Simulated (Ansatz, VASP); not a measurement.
**One calculation of HgH8, two programs**

Contents of INCAR:

```
PREC = Accurate
ENCUT = 520
EDIFF = 1E-6
ISMEAR = 0
SIGMA = 0.02
LREAL = False
LASPH = True
NELM = 100
ALGO = Normal
ISIF = 2
LWAVE = False
LCHARG = False
GGA = PE
NBANDS = 20
```

File KPOINTS:

```
Automatic mesh
0
Gamma
  4 4 6
```

The input POSCAR:

```
HgH8
1.0
    5.8708322000     -3.9422961000      0.0000000000
    5.8708322000      3.9422961000      0.0000000000
   -1.5096448000      0.0000000000      4.5404267000
Hg H
1 8
Direct
    0.6315990000      0.6315990000      0.3508300000
    0.6246570000      0.2182150000      0.7983130000
    0.6156710000      0.1259710000      0.6812860000
    0.1259710000      0.6156710000      0.6812860000
    0.2182150000      0.6246570000      0.7983130000
    0.2298290000      0.2298290000      0.9781410000
    0.9706780000      0.9706780000      0.2370750000
    0.1817660000      0.1817660000      0.0509310000
    0.0087570000      0.0087570000      0.3960460000
```

Input for Ansatz:

```yaml
crystal:
  lattice:
    - [5.8708322, -3.9422961, 0.0]
    - [5.8708322, 3.9422961, 0.0]
    - [-1.5096448, 0.0, 4.5404267]
  atoms:
    - { symbol: Hg, position: [0.631599, 0.631599, 0.35083] }
    - { symbol: H, position: [0.624657, 0.218215, 0.798313] }
    - { symbol: H, position: [0.615671, 0.125971, 0.681286] }
    - { symbol: H, position: [0.125971, 0.615671, 0.681286] }
    - { symbol: H, position: [0.218215, 0.624657, 0.798313] }
    - { symbol: H, position: [0.229829, 0.229829, 0.978141] }
    - { symbol: H, position: [0.970678, 0.970678, 0.237075] }
    - { symbol: H, position: [0.181766, 0.181766, 0.050931] }
    - { symbol: H, position: [0.008757, 0.008757, 0.396046] }
basis:
  ecutwfc: 420
kpoints:
  mp_grid: { grid: [4, 4, 6] }
  band_path:
    path:
      - [[0.0, 0.0, 0.0], [-0.37519213, 0.37519213, 0.0]]
      - [[0.37519213, 0.62480787, 0.0], [0.5, 0.5, 0.0], [0.0, 0.0, 0.0], [0.5, 0.5, -0.5], [0.2782639, 0.7217361, -0.5]]
      - [[-0.2782639, 0.2782639, -0.5], [0.0, 0.0, -0.5], [0.0, 0.0, 0.0]]
      - [[0.0, 0.5, -0.5], [0.0, 0.0, 0.0], [0.0, 0.5, 0.0]]
    npoints: 14
hamiltonian:
  xc: pbe
scf:
  occupations: { method: gaussian, width: 0.02 }
  n_extra_bands: 22
output:
  forces: true
  stress: true
  eigenvalues: true
  populations: true
  dos: { projected: true, de: 0.02, nscf_kmesh: { grid: [6, 6, 9] } }
  bader: true
  write_density: true
  write_potential: true
  elf: true
  volumetric_format: npy
```

Alike in both runs: task single point; functional PBE; k mesh 4 × 4 × 6; occupations gaussian, width 0.02 eV; no spin polarisation.

```csv
,VASP,Ansatz
version,VASP 6.6.1,Ansatz 0.2.0
potentials or method,"VASP PAW PBE potentials, release 64 (Hg, H), cutoff 520 eV","scalar-relativistic, plane waves, PAW"
valence electrons in the cell,20,28
```

|  | VASP | Ansatz | Ansatz less VASP |
| --- | --- | --- | --- |
| gap on the k mesh at the Fermi level (eV) | 4.56 | 4.55 | -0.009 |
| least direct gap on the mesh (eV) | 4.56 | 4.55 | -0.009 |
| pressure (GPa) | -0.1 | 0.0 | +0.11 |
| rms of the force components (eV/Å) | 0.005 | 0.005 | -0.0002 |

Atom by atom the forces differ by 0.006 eV/Å (rms over components). The functional is the same, so the differences come from potentials, cutoffs and numerics. VASP's potentials hold 20 valence electrons a cell and Ansatz's 28, so a difference there can come from the potentials and not from the codes.

Neither program's run includes spin-orbit coupling.
